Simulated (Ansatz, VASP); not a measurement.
SnSe: VASP beside Ansatz

File POSCAR:

```
SnSe
1.0
    4.2193393516      0.0000000000      0.0000000000
    0.0000000000      4.2193393516      0.0000000000
    0.0000000000      0.0000000000      5.9930255593
Sn Se
2 2
Direct
    0.5000000000      0.0000000000      0.2500915766
    0.0000000000      0.5000000000      0.7499084234
    0.5000000000      0.0000000000      0.7498972969
    0.0000000000      0.5000000000      0.2501027031
```

The input INCAR.step1:

```
ALGO     = Normal         # electronic algorithm
EDIFF    = 1E-5           # SCF threshold, eV
ENCUT    = 520            # plane-wave cutoff, eV
GGA      = PE             # functional
ISIF     = 2              # what is computed and relaxed
ISMEAR   = 0              # smearing method
LASPH    = True           # aspherical terms in the spheres
LCHARG   = False          # write CHGCAR
LREAL    = False          # projectors in reciprocal space
LWAVE    = True           # write WAVECAR
NBANDS   = 28             # bands
NELM     = 100            # most SCF steps
PREC     = Accurate       # precision mode
SIGMA    = 0.01           # smearing width, eV
```

File INCAR.step2:

```
ALGO     = Normal         # electronic algorithm
EDIFF    = 1E-7           # SCF threshold, eV
ENCUT    = 520            # plane-wave cutoff, eV
GGA      = PE             # functional
HFSCREEN = 0.2079         # screening, 1/A
ISIF     = 2              # what is computed and relaxed
ISMEAR   = 0              # smearing method
ISTART   = 1            
LASPH    = True           # aspherical terms in the spheres
LCHARG   = False          # write CHGCAR
LHFCALC  = True           # exact exchange
LREAL    = False          # projectors in reciprocal space
LWAVE    = False          # write WAVECAR
NBANDS   = 28             # bands
NELM     = 100            # most SCF steps
PREC     = Accurate       # precision mode
PRECFOCK = Normal       
SIGMA    = 0.01           # smearing width, eV
```

The input KPOINTS:

```
k-points
0
Gamma
  4 4 2
```

Input for Ansatz:

```yaml
crystal:
  lattice:
    - [4.2193393516, 0.0, 0.0]
    - [0.0, 4.2193393516, 0.0]
    - [0.0, 0.0, 5.9930255593]
  atoms:
    - { symbol: Sn, position: [0.5, 0.0, 0.2500915766] }
    - { symbol: Sn, position: [0.0, 0.5, 0.7499084234] }
    - { symbol: Se, position: [0.5, 0.0, 0.7498972969] }
    - { symbol: Se, position: [0.0, 0.5, 0.2501027031] }
kpoints:
  mp_grid: { grid: [4, 4, 2] }
hamiltonian:
  xc: hse06
scf:
  occupations: { method: fixed }
  n_extra_bands: 5
output:
  forces: true
  stress: true
  eigenvalues: true
```

Alike in both runs: task single point; functional HSE06; k mesh 4 × 4 × 2; no spin polarisation.

```csv
,VASP,Ansatz
version,VASP 6.6.1,Ansatz 0.2.0
potentials or method,"VASP PAW PBE potentials, release 64 (Sn_d, Se)","plane waves, PAW"
plane-wave cutoff (eV),520,420
occupations,"gaussian, width 0.01 eV",fixed
valence electrons in the cell,40,60
```

```csv
,VASP,Ansatz,Ansatz less VASP
gap on the k mesh at the Fermi level (eV),0.55,0.56,+0.007
pressure (GPa),0.3,0.4,+0.08
"traceless stress, the component that is largest in VASP (GPa)",4.17,4.22,+0.051
```

VASP's potentials hold 40 valence electrons a cell and Ansatz's 60, so a difference there can come from the potentials and not from the codes. Ansatz's warnings: stress exchange threshold loose, stress scf threshold loose.

The k mesh is coarse, so the values compare programs but aren't converged.
